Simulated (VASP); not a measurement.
Set up this calculation in VASP 6.6.1, as the native input.

* Task: single point
* Functional: PBE
* Potentials or basis: VASP PAW PBE potentials, release 64 (Zr_sv, Pd, S)
* Cutoff: 520 eV
* k mesh: 6 × 6 × 2
* Occupations: gaussian, width 0.1 eV
* Spin: no spin polarisation
* Dipole correction: no
* Further INCAR settings: ALGO = Normal; EDIFF = 1e-07; NBANDS = 35

The structure of Zr2PdS3 lies in POSCAR:

```
Zr2PdS3
1.0
    3.2452905313      0.0000000000      0.0000000000
    0.0000000000      3.2452905313      0.0000000000
    0.0000000000      0.0000000000      9.6196764876
Zr Pd S
2 1 3
Direct
    0.5000000000      0.5000000000      0.3183098760
    0.5000000000      0.5000000000      0.6816901240
    0.5000000000      0.5000000000      0.0000000000
    0.0000000000      0.0000000000      0.8179574546
    0.0000000000      0.0000000000      0.1820425454
    0.0000000000      0.0000000000      0.5000000000
```

The cell was built from a structure type or drawn by symmetry, and may not be a known phase.

These files were run (other wordings do the same):

INCAR

```
SYSTEM = Zr2PdS3
ALGO = Normal
EDIFF = 1E-7
ENCUT = 520
GGA = PE
ISIF = 2
ISMEAR = 0
LASPH = .True.
LCHARG = .False.
LREAL = .False.
LWAVE = .False.
NBANDS = 35
NELM = 100
PREC = Accurate
SIGMA = 0.1
```

KPOINTS

```
k-points
0
Gamma
  6 6 2
  0 0 0
```

Potentials or basis: VASP PAW PBE potentials, release 64 (Zr_sv, Pd, S).

Run with:

```sh
$ cat potpaw_PBE.64/Zr_sv/POTCAR potpaw_PBE.64/Pd/POTCAR potpaw_PBE.64/S/POTCAR > POTCAR
$ mpirun -np 1 vasp_std > vasp.out
```

Results of the run:

The pressure is 0.0 GPa, the largest force is 0.023 eV/Å and the band gap on the k mesh is zero (bands 26 and 27 overlap by 0.87 eV).

It took 33 s on 1 thread of Intel(R) Xeon(R) 6975P-C (Granite Rapids) (shared host), peak memory 0.22 GiB.
